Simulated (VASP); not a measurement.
# LiSi2 in VASP: notebook, part 3 of 3

VASP 6.6.1. Earlier steps stand in the parts before.

### Step 5. Single point, r2SCAN

The input, POSCAR:

```
LiSi2
1.0
    4.2808800901     -0.0000000289      0.0000000000
   -2.1404400200      3.7073509230      0.0000000000
    0.0000000000      0.0000000000      5.6461620000
Li Si
2 4
Direct
    0.0000000000      0.0000000000      0.2500000000
    0.0000000000      0.0000000000      0.7500000000
    0.6666666667      0.3333333333      0.0341210000
    0.3333333333      0.6666666667      0.5341210000
    0.6666666667      0.3333333333      0.4658790000
    0.3333333333      0.6666666667      0.9658790000
```

The input, INCAR.step1:

```
  ALGO = Normal
  EDIFF = 1E-4
  ENCUT = 520
  GGA = PE
  ISMEAR = 0
  LASPH = T
  LCHARG = F
  LREAL = F
  LWAVE = T
  NBANDS = 20
  NELM = 60
  PREC = Accurate
  SIGMA = 0.1
```

The input, INCAR.step2:

```
  ALGO = Normal
  EDIFF = 1E-6
  ENCUT = 520
  ISIF = 2
  ISMEAR = 0
  ISTART = 1
  LASPH = T
  LCHARG = F
  LMIXTAU = T
  LREAL = F
  LWAVE = F
  METAGGA = R2SCAN
  NBANDS = 20
  NELM = 60
  PREC = Accurate
  SIGMA = 0.1
```

The input, KPOINTS:

```
k-points
0
Gamma
  12 12 8
```

Potentials or basis: VASP PAW PBE potentials, release 64 (Li_sv, Si).

Run with:

```console
$ cat potpaw_PBE.64/Li_sv/POTCAR potpaw_PBE.64/Si/POTCAR > POTCAR
$ cp INCAR.step1 INCAR
$ mpirun -np 1 vasp_std > vasp.out
$ cp INCAR.step2 INCAR
$ mpirun -np 1 vasp_std > vasp.out
```

OUTCAR:

```text
EDIFF = 1E-6
   ENCUT = 520
   ISIF = 2
   ISMEAR = 0
   ISTART = 1
   LASPH = T
   LREAL = F
   METAGGA = R2SCAN
   NELM = 60
   PREC = Accurate

 ion  position               nearest neighbor table
   1  0.000  0.000  0.250-   3 2.76   5 2.76   3 2.76   5 2.76   3 2.76   5 2.76
   2  0.000  0.000  0.750-   4 2.76   6 2.76   4 2.76   6 2.76   4 2.76   6 2.76
   3  0.667  0.333  0.034-   5 2.44   6 2.50   6 2.50   6 2.50   1 2.76   1 2.76   1 2.76
   4  0.333  0.667  0.534-   6 2.44   5 2.50   5 2.50   5 2.50   2 2.76   2 2.76   2 2.76
   5  0.667  0.333  0.466-   3 2.44   4 2.50   4 2.50   4 2.50   1 2.76   1 2.76   1 2.76
   6  0.333  0.667  0.966-   4 2.44   3 2.50   3 2.50   3 2.50   2 2.76   2 2.76   2 2.76

  LATTYP: Found a hexagonal cell.
 ALAT       =     4.2808800901
 C/A-ratio  =     1.3189255203

  Lattice vectors:

 A1 = (   4.2808800901,  -0.0000000289,   0.0000000000)
 A2 = (  -2.1404400200,   3.7073509230,   0.0000000000)
 A3 = (   0.0000000000,   0.0000000000,   5.6461620000)

Analysis of symmetry for initial positions (statically):
=====================================================================
 Subroutine PRICEL returns:
 Original cell was already a primitive cell.

 Routine SETGRP: Setting up the symmetry group for a
 hexagonal supercell.

 Subroutine GETGRP returns: Found 24 space group operations
 (whereof 12 operations were pure point group operations)
 out of a pool of 24 trial point group operations.

The static configuration has the point symmetry D_3d.
 The point group associated with its full space group is D_6h.

Analysis of symmetry for dynamics (positions and initial velocities):
=====================================================================
 Subroutine PRICEL returns:
 Original cell was already a primitive cell.

 Routine SETGRP: Setting up the symmetry group for a
 hexagonal supercell.

 Subroutine GETGRP returns: Found 24 space group operations
 (whereof 12 operations were pure point group operations)
 out of a pool of 24 trial point group operations.

The dynamic configuration has the point symmetry D_3d.
 The point group associated with its full space group is D_6h.

 Subroutine INISYM returns: Found 24 space group operations
 (whereof 12 operations are pure point group operations),
 and found     1 'primitive' translations

----------------------------------------------------------------------------------------

                                     Primitive cell

  volume of cell :      89.6087

  direct lattice vectors                    reciprocal lattice vectors
     4.280880090 -0.000000029  0.000000000     0.233596827  0.134867189  0.000000000
    -2.140440020  3.707350923  0.000000000     0.000000002  0.269734380  0.000000000
     0.000000000  0.000000000  5.646162000     0.000000000  0.000000000  0.177111461

  length of vectors
     4.280880090  4.280880090  5.646162000     0.269734380  0.269734380  0.177111461

  position of ions in fractional coordinates (direct lattice)
     0.000000000  0.000000000  0.250000000
     0.000000000  0.000000000  0.750000000
     0.666666667  0.333333333  0.034121000
     0.333333333  0.666666667  0.534121000
     0.666666667  0.333333333  0.465879000
     0.333333333  0.666666667  0.965879000

  ion indices of the primitive-cell ions
   primitive index   ion index
                 1           1
                 2           2
[... 21 lines left out ...]
     0.022477865  0.022477865  0.022138933

  Shift w.r.t. Gamma in fractional coordinates (k-lattice)
     0.000000000  0.000000000  0.000000000

 Subroutine IBZKPT returns following result:
 ===========================================

 Found     95 irreducible k-points:

 Following reciprocal coordinates:
            Coordinates               Weight
  0.000000  0.000000  0.000000      1.000000
  0.083333  0.000000  0.000000      6.000000
  0.166667 -0.000000  0.000000      6.000000
  0.250000  0.000000  0.000000      6.000000
  0.333333  0.000000  0.000000      6.000000
  0.416667  0.000000  0.000000      6.000000
[... 16 lines left out ...]
  0.250000  0.000000  0.125000     12.000000
  0.333333  0.000000  0.125000     12.000000
 [... further k-points ...]
   k-points           NKPTS =     95   k-points in BZ     NKDIM =     95   number of bands    NBANDS=     20
   number of dos      NEDOS =    301   number of ions     NIONS =      6
   total plane-waves  NPLWV =  43008
   dimension x,y,z NGX =    32 NGY =   32 NGZ =   42
   dimension x,y,z NGXF=    64 NGYF=   64 NGZF=   84
   ions per type =               2   4
   NGX,Y,Z   is equivalent  to a cutoff of  12.43, 12.43, 12.37 a.u.
   NGXF,Y,Z  is equivalent  to a cutoff of  24.85, 24.85, 24.73 a.u.
 SYSTEM =  unknown system
   PREC   = accura    normal or accurate (medium, high low for compatibility)
   ISTART =      1    job   : 0-new  1-cont  2-samecut
   ICHARG =      0    charge: 1-file 2-atom 10-const
   ISPIN  =      1    spin polarized calculation?
   LNONCOLLINEAR =      F non collinear calculations
   LSORBIT =      F    spin-orbit coupling
   LASPH  =      T    aspherical Exc in radial PAW
   ENCUT  =  520.0 eV  38.22 Ry    6.18 a.u.   7.96  7.96 10.50*2*pi/ulx,y,z
   NELM   =     60;   NELMIN=  2; NELMDL=  0     # of ELM steps
   EDIFF  = 0.1E-05   stopping-criterion for ELM
   LREAL  =      F    real-space projection
   EDIFFG = 0.1E-04   stopping-criterion for IOM
   NSW    =      0    number of steps for IOM
   IBRION =     -1    ionic relax: 0-MD 1-quasi-New 2-CG
   NFREE  =      0    steps in history (QN), initial steepest desc. (CG)
   ISIF   =      2    stress and relaxation
   ISYM   =      2    0-nonsym 1-usesym 2-fastsym
   POTIM  = 0.5000    time-step for ionic-motion
   TEBEG  =    0.0;   TEEND  =   0.0 temperature during run
   PSTRESS=    0.0 pullay stress
   NELECT =      22.0000    total number of electrons
   NUPDOWN=      -1.0000    fix difference up-down
   EMIN   =  10.00;   EMAX   =-10.00  energy-range for DOS
[... 5 lines left out ...]
     AMIX     =   0.40;   BMIX     =  1.00
     AMIX_MAG =   1.60;   BMIX_MAG =  1.00
  volume/ion in A,a.u.               =      14.93       100.78
  Fermi-wavevector in a.u.,A,eV,Ry     =   1.025099  1.937156 14.297375  1.050827
  Thomas-Fermi vector in A             =   2.158921
   LORBIT       =      0    0 simple, 1 ext, 2 COOP (PROOUT), +10 PAW based schemes
   METAGGA = R2SCAN    functional components
   LHFCALC =     F    Hartree Fock is set to
   AEXX    =    0.0000 exact exchange contribution
   IVDW    =     0    specifies the selected vdW correction
   LEPSILON=     F    determine dielectric tensor
   LRPA    =     F    only Hartree local field effects (RPA)
 non-spin polarized calculation
 Gauss-broadening in eV      SIGMA  =   0.10
  energy-cutoff  :      520.00
  volume of cell :       89.61
 maximum number of plane-waves:      2433
 NGX is ok and might be reduce to    32
   NGX = 15   NGY = 15   NGZ = 21

 number of electron      22.0000023 magnetization

 Free energy of the ion-electron system (eV)
  ---------------------------------------------------
  ext. energy  EPLUGINS =         0.00000000
  ---------------------------------------------------
  free energy    TOTEN  =       -39.90842024 eV

  energy without entropy =      -39.90339946  energy(sigma->0) =      -39.90590985

 E-fermi :   7.1430     XC(G=0): -10.4957

 val. band max:        7.1407845003   @ k =   0.0000   0.0000   0.3750
 cond. band min:       7.1442668688   @ k =   0.3333   0.1667   0.3750
 fundamental gap:      0.0034823685
 Fermi energy:         7.1430062922

 k-point     1 :       0.0000    0.0000    0.0000
  band No.  band energies     occupation
      1     -41.4467      2.00000
      2     -41.4318      2.00000
      3      -5.9184      2.00000
      4      -2.5893      2.00000
      5      -0.0782      2.00000
      6       3.5732      2.00000
[... 541 lines left out ...]
     19      13.2529      0.00000
     20      14.5942      0.00000

 [... further k-points ...]
[... 5 lines left out ...]
  --------------------------------------------------------------------------------------
  -------------------------------------------------------------------------------------
  Total       -0.6611281     -0.6611281     -0.2927075     -0.0000000      0.0000000     -0.0000000
  in kB      -11.8207794    -11.8207794     -5.2335257     -0.0000000      0.0000000     -0.0000000
  external PRESSURE =      -9.6250282 kB  Pullay stress =       0.0000000 kB

 VOLUME and BASIS-vectors are now :
 -----------------------------------------------------------------------------
  energy-cutoff  :      520.00
  volume of cell :       89.61
      direct lattice vectors                 reciprocal lattice vectors
     4.280880090 -0.000000029  0.000000000     0.233596827  0.134867189  0.000000000
    -2.140440020  3.707350923  0.000000000     0.000000002  0.269734380  0.000000000
     0.000000000  0.000000000  5.646162000     0.000000000  0.000000000  0.177111461

 POSITION                                       TOTAL-FORCE (eV/Angst)
 -----------------------------------------------------------------------------------
      0.00000      0.00000      1.41154        -0.000000     -0.000000      0.000000
      0.00000      0.00000      4.23462        -0.000000     -0.000000      0.000000
      2.14044      1.23578      0.19265         0.000000     -0.000000      0.119160
      0.00000      2.47157      3.01573         0.000000      0.000000      0.119160
      2.14044      1.23578      2.63043        -0.000000      0.000000     -0.119160
      0.00000      2.47157      5.45351        -0.000000      0.000000     -0.119160
 -----------------------------------------------------------------------------------
    total drift:                               -0.000000      0.000000      0.000000

  FREE ENERGIE OF THE ION-ELECTRON SYSTEM (eV)
  ---------------------------------------------------
  free  energy   TOTEN  =       -39.9084202436 eV

  energy  without entropy=      -39.9033994643  energy(sigma->0) =      -39.90590985
```

It took 15 min on 1 thread of Oxide Virtual Turin-like, shared host; peak memory 0.26 GiB.

What came out:

| Item | Value |
| --- | --- |
| Free energy | -39.9084 eV |
| Largest force | 0.119 eV/Å |
| Band gap on the k mesh | zero (band 11 reaches 9.20 eV, above the bottom of band 12 at 6.01 eV) |

Forces in eV/Å, atoms in the order of the input:
```
Li   0.000  0.000  0.000
Li   0.000  0.000  0.000
Si   0.000  0.000  0.119
Si   0.000  0.000  0.119
Si   0.000  0.000 -0.119
Si   0.000  0.000 -0.119
```

Levels at points of the mesh, in eV from the Fermi level:
| k point | band 8 | band 9 | band 10 | band 11 | band 12 | band 13 | band 14 | band 15 |
| --- | --- | --- | --- | --- | --- | --- | --- | --- |
| (0.00, 0.00, 0.00) | -2.93 | -1.02 | -1.02 | -0.98 | -0.98 | -0.20 | 1.34 | 2.57 |
| (0.50, 0.00, 0.00) | -5.16 | -3.49 | -2.26 | -2.04 | 0.32 | 1.67 | 3.94 | 5.55 |
| (0.00, 0.00, 0.50) | -2.64 | -2.64 | -2.64 | -1.13 | -1.13 | 0.23 | 0.23 | 0.23 |
| (0.50, 0.00, 0.50) | -4.14 | -2.20 | -2.20 | -0.40 | -0.40 | 1.80 | 1.80 | 5.19 |

Caveat: the cutoff is under 1.25 times the usual one of these potentials, so pressure, stress and relaxed cells hold a basis-set (Pulay) error; the PAW data sets were made with another functional, which shifts forces and pressure a little.

### Step 6. Overview

```tsv
level	cell	k mesh	smearing	gap on the mesh (eV)
PBE	a = 4.281, b = 4.281, c = 5.646 Å, angles 90.0, 90.0, 120.0°, 6 atoms	12 × 12 × 8	gaussian 0.1 eV	none
PBE	a = 4.277, b = 4.277, c = 5.678 Å, angles 90.0, 90.0, 120.0°, 6 atoms	12 × 12 × 8	fermi-dirac 0.15 eV	none
PBE	a = 4.281, b = 4.286, c = 11.395 Å, angles 90.0, 90.0, 120.3°, 12 atoms	6 × 6 × 2	gaussian 0.2 eV	none
r2SCAN	a = 4.281, b = 4.281, c = 5.646 Å, angles 90.0, 90.0, 120.0°, 6 atoms	12 × 12 × 8	gaussian 0.1 eV	none
```

Alike in all rows: task single point; potentials or basis VASP PAW PBE potentials, release 64 (Li_sv, Si); no spin polarisation; cutoff (eV) 520.

Caveats: the cutoff is under 1.25 times the usual one of these potentials, so pressure, stress and relaxed cells hold a basis-set (Pulay) error; the PAW data sets were made with another functional, which shifts forces and pressure a little (some runs).

Absolute energies hang on the potentials; compare differences alone.
